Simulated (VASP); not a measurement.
# Os (P6_3/mmc) in VASP: a series of runs

Os is run at these levels: PBEsol-based global hybrid with 25 % exact exchange, LDA, BLYP+D4; tasks: single point.

Everything below comes from runs of VASP 6.6.1. Logs are shortened: lines on timing, memory, paths and dates and some standing lists are left out, and cuts for length are marked.

## (1) The cell of the first run

It takes space group P6_3/mmc (No. 194, hexagonal). The conventional cell has a = 2.717 Å, b = 2.717 Å, c = 4.255 Å, α = 90.00°, β = 90.00°, γ = 120.00°. Os (site symmetry -6m2) has 12 Os at 2.64 to 2.72 Å within 3.5 Å.

## (2) Single point, PBEsol-based global hybrid with 25 % exact exchange

Contents of POSCAR:

```
Os
1.0
    2.7165266989      0.0000000000      0.0000000000
   -1.3582633495      2.3525811313      0.0000000000
    0.0000000000      0.0000000000      4.2551982664
Os
2
Direct
    0.6666666667      0.3333333333      0.7500000000
    0.3333333333      0.6666666667      0.2500000000
```

Contents of INCAR.step1:

```
ALGO = Normal ; EDIFF = 1E-5
ENCUT = 420 ; GGA = PE
GGA_COMPAT = F ; ISIF = 2
ISMEAR = -1 ; LASPH = T
LCHARG = F ; LREAL = F
LWAVE = T ; NBANDS = 23
NELM = 120 ; PREC = Accurate
SIGMA = 0.05
```

Contents of INCAR.step2:

```
AEXX = 0.25 ; ALGO = Normal
EDIFF = 1E-6 ; ENCUT = 420
GGA = PS ; GGA_COMPAT = F
ISIF = 2 ; ISMEAR = -1
ISTART = 1 ; LASPH = T
LCHARG = F ; LHFCALC = T
LREAL = F ; LWAVE = F
NBANDS = 23 ; NELM = 120
PREC = Accurate ; PRECFOCK = Normal
SIGMA = 0.05
```

Contents of KPOINTS:

```
k-points
0
Gamma
  6 6 3
```

Potentials or basis: VASP PAW PBE potentials, release 64 (Os_sv_GW).

Run with:

```
cat potpaw_PBE.64/Os_sv_GW/POTCAR > POTCAR
cp INCAR.step1 INCAR
mpirun -np 1 vasp_std > vasp.out
cp INCAR.step2 INCAR
mpirun -np 1 vasp_std > vasp.out
```

OUTCAR:

```text
AEXX = 0.25
   EDIFF = 1E-6
   ENCUT = 420
   GGA = PS
   ISIF = 2
   ISMEAR = -1
   ISTART = 1
   LASPH = T
   LHFCALC = T
   LREAL = F
   NELM = 120
   PREC = Accurate
   PRECFOCK = Normal

 ion  position               nearest neighbor table
   1  0.667  0.333  0.750-   2 2.64   2 2.64   2 2.64   2 2.64   2 2.64   2 2.64
   2  0.333  0.667  0.250-   1 2.64   1 2.64   1 2.64   1 2.64   1 2.64   1 2.64

  LATTYP: Found a hexagonal cell.
 ALAT       =     2.7165266989
 C/A-ratio  =     1.5664113547

  Lattice vectors:

 A1 = (   2.7165266989,   0.0000000000,   0.0000000000)
 A2 = (  -1.3582633495,   2.3525811313,   0.0000000000)
 A3 = (   0.0000000000,   0.0000000000,   4.2551982664)

Analysis of symmetry for initial positions (statically):
=====================================================================
 Subroutine PRICEL returns:
 Original cell was already a primitive cell.

 Routine SETGRP: Setting up the symmetry group for a
 hexagonal supercell.

 Subroutine GETGRP returns: Found 24 space group operations
 (whereof 12 operations were pure point group operations)
 out of a pool of 24 trial point group operations.

The static configuration has the point symmetry D_3d.
 The point group associated with its full space group is D_6h.

Analysis of symmetry for dynamics (positions and initial velocities):
=====================================================================
 Subroutine PRICEL returns:
 Original cell was already a primitive cell.

 Routine SETGRP: Setting up the symmetry group for a
 hexagonal supercell.

 Subroutine GETGRP returns: Found 24 space group operations
 (whereof 12 operations were pure point group operations)
 out of a pool of 24 trial point group operations.

The dynamic configuration has the point symmetry D_3d.
 The point group associated with its full space group is D_6h.

 Subroutine INISYM returns: Found 24 space group operations
 (whereof 12 operations are pure point group operations),
 and found     1 'primitive' translations

----------------------------------------------------------------------------------------

                                     Primitive cell

  volume of cell :      27.1943

  direct lattice vectors                    reciprocal lattice vectors
     2.716526699  0.000000000  0.000000000     0.368117126  0.212532522  0.000000000
    -1.358263350  2.352581131  0.000000000     0.000000000  0.425065043  0.000000000
     0.000000000  0.000000000  4.255198266     0.000000000  0.000000000  0.235006676

  length of vectors
     2.716526699  2.716526699  4.255198266     0.425065043  0.425065043  0.235006676

  position of ions in fractional coordinates (direct lattice)
     0.666666667  0.333333333  0.750000000
     0.333333333  0.666666667  0.250000000

  ion indices of the primitive-cell ions
   primitive index   ion index
                 1           1
                 2           2

----------------------------------------------------------------------------------------

 KPOINTS: k-points

Automatic generation of k-mesh.
 Grid dimensions read from file:
 generate k-points for:    6    6    3

 Generating k-lattice:

  Cartesian coordinates                     Fractional coordinates (reciprocal lattice)
     0.061352854  0.035422087  0.000000000     0.166666667  0.000000000  0.000000000
     0.000000000  0.070844174  0.000000000     0.000000000  0.166666667  0.000000000
     0.000000000  0.000000000  0.078335559     0.000000000  0.000000000  0.333333333

  Length of vectors
     0.070844174  0.070844174  0.078335559

  Shift w.r.t. Gamma in fractional coordinates (k-lattice)
     0.000000000  0.000000000  0.000000000

 Subroutine IBZKPT returns following result:
 ===========================================

 Found     14 irreducible k-points:

 Following reciprocal coordinates:
            Coordinates               Weight
  0.000000  0.000000  0.000000      1.000000
  0.166667 -0.000000  0.000000      6.000000
  0.333333 -0.000000  0.000000      6.000000
  0.500000 -0.000000  0.000000      3.000000
  0.166667  0.166667  0.000000      6.000000
  0.333333  0.166667  0.000000     12.000000
  0.333333  0.333333  0.000000      2.000000
  0.000000  0.000000  0.333333      2.000000
  0.166667 -0.000000  0.333333     12.000000
  0.333333 -0.000000  0.333333     12.000000
  0.500000 -0.000000  0.333333      6.000000
  0.166667  0.166667  0.333333     12.000000
  0.333333  0.166667  0.333333     24.000000
  0.333333  0.333333  0.333333      4.000000
   k-points           NKPTS =     14   k-points in BZ     NKDIM =    108   number of bands    NBANDS=     23
   number of dos      NEDOS =    301   number of ions     NIONS =      2
   total plane-waves  NPLWV =   9072
   dimension x,y,z NGX =    18 NGY =   18 NGZ =   28
   dimension x,y,z NGXF=    36 NGYF=   36 NGZF=   56
   ions per type =               2
   NGX,Y,Z   is equivalent  to a cutoff of  11.02, 11.02, 10.94 a.u.
   NGXF,Y,Z  is equivalent  to a cutoff of  22.03, 22.03, 21.88 a.u.
 SYSTEM =  unknown system
   PREC   = accura    normal or accurate (medium, high low for compatibility)
   ISTART =      1    job   : 0-new  1-cont  2-samecut
   ICHARG =      0    charge: 1-file 2-atom 10-const
   ISPIN  =      1    spin polarized calculation?
   LNONCOLLINEAR =      F non collinear calculations
   LSORBIT =      F    spin-orbit coupling
   LASPH  =      T    aspherical Exc in radial PAW
   ENCUT  =  420.0 eV  30.87 Ry    5.56 a.u.   4.54  4.54  7.11*2*pi/ulx,y,z
   NELM   =    120;   NELMIN=  2; NELMDL=  0     # of ELM steps
   EDIFF  = 0.1E-05   stopping-criterion for ELM
   LREAL  =      F    real-space projection
   EDIFFG = 0.1E-04   stopping-criterion for IOM
   NSW    =      0    number of steps for IOM
   IBRION =     -1    ionic relax: 0-MD 1-quasi-New 2-CG
   NFREE  =      0    steps in history (QN), initial steepest desc. (CG)
   ISIF   =      2    stress and relaxation
   ISYM   =      3    0-nonsym 1-usesym 2-fastsym
   POTIM  = 0.5000    time-step for ionic-motion
   TEBEG  =    0.0;   TEEND  =   0.0 temperature during run
   PSTRESS=    0.0 pullay stress
   NELECT =      32.0000    total number of electrons
   NUPDOWN=      -1.0000    fix difference up-down
   EMIN   =  10.00;   EMAX   =-10.00  energy-range for DOS
   EFERMI =   0.00;   METHOD = LEGACY
   ISMEAR =    -1;   SIGMA  =   0.05  broadening in eV -4-tet -1-fermi 0-gaus
   EFERMI_NEDOS =   21; number of points for ismear=-14 and -15
   IALGO  =     38    algorithm
   IMIX   =      1    mixing-type and parameters
     AMIX     =   0.40;   BMIX     =  1.00
     AMIX_MAG =   1.60;   BMIX_MAG =  1.00
  volume/ion in A,a.u.               =      13.60        91.76
  Fermi-wavevector in a.u.,A,eV,Ry     =   1.728351  3.266110 40.643301  2.987198
  Thomas-Fermi vector in A             =   2.803302
   LORBIT       =      0    0 simple, 1 ext, 2 COOP (PROOUT), +10 PAW based schemes
   GGA     = PS    functional components
   LHFCALC =     T    Hartree Fock is set to
   PRECFOCK=normal    Normal, Fast or Accurate (Low or Medium for compatibility)
   ENCUT4O =  -1.0   cutoff for four orbital integrals eV
   NKREDX  =     1    reduce k-point grid by
   NKREDY  =     1    reduce k-point grid by
   NKREDZ  =     1    reduce k-point grid by
   AEXX    =    0.2500 exact exchange contribution
   HFSCREEN=    0.0000 screening length (either q_TF or 0.3 A-1)
   HFSCREENC=   0.0000 screening length for correlation (either q_TF or 0.3 A-1)
   ENCUTFOCK=  -1.0 apply spherical cutoff to Coloumb kernel
   IVDW    =     0    specifies the selected vdW correction
   LEPSILON=     F    determine dielectric tensor
   LRPA    =     F    only Hartree local field effects (RPA)
 non-spin polarized calculation
  energy-cutoff  :      420.00
  volume of cell :       27.19
 maximum number of plane-waves:       544
  NGX = 14; NGY = 14; NGZ = 24

 number of electron      31.9999997 magnetization

 Free energy of the ion-electron system (eV)
  ---------------------------------------------------
  ext. energy  EPLUGINS =         0.00000000
  ---------------------------------------------------
  free energy    TOTEN  =       -29.21854900 eV

  energy without entropy =      -29.21847150  energy(sigma->0) =      -29.21851025

 E-fermi :  13.9352     XC(G=0): -11.6603

 val. band max:       13.5847807801   @ k =   0.1667   0.1667   0.0000
 cond. band min:      14.2003258533   @ k =   0.0000   0.0000   0.0000
 fundamental gap:      0.6155450733
 Fermi energy:        13.9351941739

 k-point     1 :       0.0000    0.0000    0.0000
  band No.  band energies     occupation
      1     -77.5074      2.00000
      2     -77.3424      2.00000
      3     -36.3076      2.00000
      4     -35.0876      2.00000
      5     -35.0876      2.00000
      6     -34.8491      2.00000
[... 15 lines left out ...]
     22      28.4862      0.00000
     23      31.1921      0.00000

 k-point     2 :       0.1667   -0.0000    0.0000
  band No.  band energies     occupation
      1     -77.4785      2.00000
      2     -77.3329      2.00000
      3     -36.1861      2.00000
      4     -35.3288      2.00000
      5     -35.1693      2.00000
      6     -35.0985      2.00000
[... 15 lines left out ...]
     22      30.6534      0.00000
     23      32.1366      0.00000

 k-point     3 :       0.3333   -0.0000    0.0000
  band No.  band energies     occupation
      1     -77.4149      2.00000
      2     -77.3196      2.00000
      3     -35.8917      2.00000
      4     -35.8073      2.00000
      5     -35.5663      2.00000
      6     -35.3227      2.00000
[... 15 lines left out ...]
     22      26.7546      0.00000
     23      29.5518      0.00000
[... 235 lines left out ...]
 k-point    13 :       0.3333    0.1667    0.3333
  band No.  band energies     occupation
      1     -77.3616      2.00000
      2     -77.3341      2.00000
      3     -36.0769      2.00000
      4     -35.9558      2.00000
      5     -35.5013      2.00000
      6     -35.3174      2.00000
[... 15 lines left out ...]
     22      27.0188      0.00000
     23      29.0324      0.00000

 k-point    14 :       0.3333    0.3333    0.3333
  band No.  band energies     occupation
      1     -77.3381      2.00000
      2     -77.3381      2.00000
      3     -35.9342      2.00000
      4     -35.9342      2.00000
      5     -35.7587      2.00000
      6     -35.5091      2.00000
[... 15 lines left out ...]
     22      26.9056      0.00000
     23      26.9056      0.00000

------------------------ aborting loop because EDIFF is reached ----------------------------------------

  FORCE on cell =-STRESS in cart. coord.  units (eV):
  Direction    XX          YY          ZZ          XY          YZ          ZX
  --------------------------------------------------------------------------------------
  -------------------------------------------------------------------------------------
  Total       -0.2616208     -0.2616208     -0.7162979      0.0000000      0.0000000      0.0000000
  in kB      -15.4136136    -15.4136136    -42.2013041      0.0000000      0.0000000      0.0000000
  external PRESSURE =     -24.3428438 kB  Pullay stress =       0.0000000 kB

 VOLUME and BASIS-vectors are now :
 -----------------------------------------------------------------------------
  energy-cutoff  :      420.00
  volume of cell :       27.19
      direct lattice vectors                 reciprocal lattice vectors
     2.716526699  0.000000000  0.000000000     0.368117126  0.212532522  0.000000000
    -1.358263350  2.352581131  0.000000000     0.000000000  0.425065043  0.000000000
     0.000000000  0.000000000  4.255198266     0.000000000  0.000000000  0.235006676

 POSITION                                       TOTAL-FORCE (eV/Angst)
 -----------------------------------------------------------------------------------
      1.35826      0.78419      3.19140         0.000000     -0.000000      0.000000
     -0.00000      1.56839      1.06380         0.000000      0.000000     -0.000000
 -----------------------------------------------------------------------------------
    total drift:                               -0.000000      0.000000     -0.000000

  FREE ENERGIE OF THE ION-ELECTRON SYSTEM (eV)
  ---------------------------------------------------
  free  energy   TOTEN  =       -29.2185490006 eV

  energy  without entropy=      -29.2184714995  energy(sigma->0) =      -29.21851025
```

Run time: 11 min. Hardware: 1 thread of Intel Xeon 6975P-C (Granite Rapids), shared host; peak memory 0.14 GiB.

What came out:

```
Free energy            : -29.2185 eV
Pressure               : -2.4 GPa
Band gap on the k mesh : zero (bands 16 and 17 overlap by 5.45 eV)
```

Stress tensor (GPa, compression positive):
```
-1.54  0.00  0.00
 0.00 -1.54  0.00
 0.00  0.00 -4.22
```

Caveat: the k points lie up to 0.49 Å⁻¹ apart, too coarse for converged energies and pressures of a metal; the PAW data sets were made with another functional, which shifts forces and pressure a little; spin-orbit coupling is left out, which moves the levels of the heavy elements.

## (3) Single point, LDA

This run uses another cell than the first one, of 14.54 Å³/atom.

Contents of INCAR:

```
SYSTEM = Os
PREC = Accurate
ENCUT = 560
EDIFF = 1E-6
ISMEAR = -1
SIGMA = 0.05
LREAL = .FALSE.
LASPH = .TRUE.
NELM = 120
ALGO = Normal
ISIF = 2
LWAVE = .FALSE.
LCHARG = .FALSE.
GGA = CA
NBANDS = 23
GGA_COMPAT = .FALSE.
```

Contents of KPOINTS:

```
Automatic mesh
0
G
  11 11 6
  0 0 0
```

Contents of POSCAR:

```
Os
1.0
    2.7700791260      0.0000000000      0.0000000000
   -1.3850395630      2.3989588936      0.0000000000
    0.0000000000      0.0000000000      4.3765446767
Os
2
Direct
    0.6666666667      0.3333333333      0.7500000000
    0.3333333333      0.6666666667      0.2500000000
```

Potentials or basis: VASP PAW LDA potentials, release 64 (Os_sv_GW).

Run with:

```
cat potpaw_LDA.64/Os_sv_GW/POTCAR > POTCAR
mpirun -np 1 vasp_std > vasp.out
```

Wall time 29 s (1 thread of AMD EPYC 7R13 (Zen 3), shared host); peak memory 0.14 GiB.

The run converged. Its results:

* Free energy: -27.5032 eV
* Pressure: -23.0 GPa
* Band gap on the k mesh: zero (bands 16 and 17 overlap by 3.67 eV)

Stress tensor (GPa, compression positive):
```
-22.58   0.00   0.00
  0.00 -22.58   0.00
  0.00   0.00 -23.94
```

Levels at points of the mesh, in eV from the Fermi level:
```tsv
k point	band 13	band 14	band 15	band 16	band 17	band 18	band 19	band 20
(0.00, 0.00, 0.00)	-2.61	-2.05	-2.05	-1.44	-1.44	0.16	1.64	1.64
(0.00, 0.00, 0.50)	-3.03	-3.03	-3.03	-3.03	0.89	0.89	0.89	0.89
```

Caveat: the cell stands under tension; spin-orbit coupling is left out, which moves the levels of the heavy elements.

## (4) Single point, BLYP+D4

This run uses another cell than the first one, of 14.82 Å³/atom.

Contents of INCAR:

```
AGGAC = 1.0 ; AGGAX = 1.0
ALDAC = 0.0 ; ALDAX = 1.0
ALGO = Normal ; EDIFF = 1E-6
ENCUT = 560 ; GGA = B5
GGA_COMPAT = False ; ISIF = 2
ISMEAR = -1 ; IVDW = 13
LASPH = True ; LCHARG = True
LELF = True ; LREAL = False
LVHAR = True ; LWAVE = False
NBANDS = 23 ; NELM = 120
PREC = Accurate ; SIGMA = 0.05
VDW_A1 = 0.44488865 ; VDW_A2 = 4.0933009
VDW_S6 = 1.0 ; VDW_S8 = 2.34076671
```

Contents of KPOINTS:

```
k-points
0
Gamma
  11 11 6
```

Contents of POSCAR:

```
Os
1.0
    2.7877234178      0.0000000000      0.0000000000
   -1.3938617089      2.4142392985      0.0000000000
    0.0000000000      0.0000000000      4.4044215090
Os
2
Direct
    0.6666666667      0.3333333333      0.7500000000
    0.3333333333      0.6666666667      0.2500000000
```

Potentials or basis: VASP PAW PBE potentials, release 64 (Os_sv_GW).

Run with:

```
cat potpaw_PBE.64/Os_sv_GW/POTCAR > POTCAR
mpirun -np 1 vasp_std > vasp.out
```

Run time: 48 s. Hardware: 1 thread of AMD EPYC 7R13 (Zen 3), shared host; peak memory 0.16 GiB.

The run converged. Its results:

- Free energy: -24.0917 eV
- Pressure: -11.4 GPa
- Band gap on the k mesh: zero (bands 16 and 17 overlap by 3.55 eV)
- Dispersion energy per atom: -1.263 eV

Stress tensor (GPa, compression positive):
```
-11.10   0.00   0.00
  0.00 -11.10   0.00
  0.00   0.00 -12.11
```

Levels at points of the mesh, in eV from the Fermi level:
| k point | band 14 | band 15 | band 16 | band 17 | band 18 | band 19 |
| --- | --- | --- | --- | --- | --- | --- |
| (0.00, 0.00, 0.00) | -2.00 | -2.00 | -1.42 | -1.42 | 0.43 | 1.58 |
| (0.00, 0.00, 0.50) | -2.94 | -2.94 | -2.94 | 0.83 | 0.83 | 0.83 |

Caveat: the cell stands under tension; the dispersion term is far too large for a dense solid, which distorts pressure and volume; the PAW data sets were made with another functional, which shifts forces and pressure a little; spin-orbit coupling is left out, which moves the levels of the heavy elements.

## (5) Overview

```csv
level,potentials or basis,cell,k mesh,cutoff (eV),grid for exact exchange (PRECFOCK),share of exact exchange,gap on the mesh (eV),pressure (GPa)
PBEsol-based global hybrid with 25 % exact exchange,"VASP PAW PBE potentials, release 64 (Os_sv_GW)","a = 2.717, b = 2.717, c = 4.255 Å, angles 90.0, 90.0, 120.0°, 2 atoms",6 × 6 × 3,420,Normal,0.25,none,-2.4
LDA,"VASP PAW LDA potentials, release 64 (Os_sv_GW)","a = 2.770, b = 2.770, c = 4.377 Å, angles 90.0, 90.0, 120.0°, 2 atoms",11 × 11 × 6,560,-,-,none,-23.0
BLYP+D4,"VASP PAW PBE potentials, release 64 (Os_sv_GW)","a = 2.788, b = 2.788, c = 4.404 Å, angles 90.0, 90.0, 120.0°, 2 atoms",11 × 11 × 6,560,-,-,none,-11.4
```

Alike in all rows: task single point; no spin polarisation; smearing fermi-dirac 0.05 eV.

Caveats: some runs use coarse meshes; spin-orbit coupling is left out, which moves the levels of the heavy elements; the PAW data sets were made with another functional, which shifts forces and pressure a little (at least some runs); the cell stands under tension (at least some runs); the dispersion term is far too large for a dense solid, which distorts pressure and volume (at least some runs).

Absolute energies hang on the potentials; compare differences alone.

The gap in the log of VASP goes by the Fermi energy; the results here count the filled bands.